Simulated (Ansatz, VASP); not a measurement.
# One calculation of NaF, two programs

The input INCAR:

```
SYSTEM = NaF
PREC = Accurate
ENCUT = 520
EDIFF = 1E-6
ISMEAR = 0
SIGMA = 0.1
LREAL = .FALSE.
LASPH = .TRUE.
NELM = 60
ALGO = Normal
ISIF = 2
LWAVE = .FALSE.
LCHARG = .TRUE.
GGA = PE
LELF = .TRUE.
LVHAR = .TRUE.
NBANDS = 38
```

File KPOINTS:

```
regular mesh
0
G
  4 4 6
  0 0 0
```

The input POSCAR:

```
NaF
1.0
    6.8961026000      0.0000000000      0.0000000000
    0.0000000000      3.9265507200      0.0000000000
    0.0000000000      0.0000000000      3.7179112700
Na F
4 4
Direct
    0.7500000000      0.0000000000      0.3554073800
    0.0000000000      0.5000000000      0.0000000000
    0.2500000000      0.0000000000      0.6445926200
    0.5000000000      0.5000000000      0.0000000000
    0.7500000000      0.5000000000      0.6445926200
    0.0000000000      0.0000000000      0.0000000000
    0.2500000000      0.5000000000      0.3554073800
    0.5000000000      0.0000000000      0.0000000000
```

Input for Ansatz:

```yaml
crystal:
  lattice:
    - [6.8961026, 0.0, 0.0]
    - [0.0, 3.92655072, 0.0]
    - [0.0, 0.0, 3.71791127]
  atoms:
    - { symbol: Na, position: [0.75, 0.0, 0.35540738] }
    - { symbol: Na, position: [0.0, 0.5, 0.0] }
    - { symbol: Na, position: [0.25, 0.0, 0.64459262] }
    - { symbol: Na, position: [0.5, 0.5, 0.0] }
    - { symbol: F, position: [0.75, 0.5, 0.64459262] }
    - { symbol: F, position: [0.0, 0.0, 0.0] }
    - { symbol: F, position: [0.25, 0.5, 0.35540738] }
    - { symbol: F, position: [0.5, 0.0, 0.0] }
basis:
  ecutwfc: 420
kpoints:
  mp_grid: { grid: [4, 4, 6] }
hamiltonian:
  xc: pbe
scf:
  occupations: { method: gaussian, width: 0.1 }
  lower_state_search: "off"
output:
  forces: true
  stress: true
  eigenvalues: true
```

Alike in both runs: task single point; functional PBE; k mesh 4 × 4 × 6; occupations gaussian, width 0.1 eV; no spin polarisation.

```csv
,VASP,Ansatz
version,VASP 6.6.1,Ansatz 0.2.0
potentials or method,"VASP PAW PBE potentials, release 64 (Na_pv, F), cutoff 520 eV","scalar-relativistic, plane waves, PAW"
valence electrons in the cell,56,64
```

Ansatz gave:

```
gap on the k mesh at the Fermi level (eV)                     : 5.67
least direct gap on the mesh (eV)                             : 5.72
pressure (GPa)                                                : 10.6
traceless stress, the component that is largest in VASP (GPa) : 13.33
rms of the force components (eV/Å)                            : 0.325
```

Q: Which values does VASP return?

A: gap on the k mesh at the Fermi level (eV): 5.65; least direct gap on the mesh (eV): 5.70; pressure (GPa): 10.9; traceless stress, the component that is largest in VASP (GPa): 13.85; rms of the force components (eV/Å): 0.329.

Atom by atom the forces differ by 0.004 eV/Å (rms over components). With one functional, cell and mesh, what is left measures potentials, basis and numerics. VASP's potentials hold 56 valence electrons a cell and Ansatz's 64, so a difference there can come from the potentials and not from the codes.
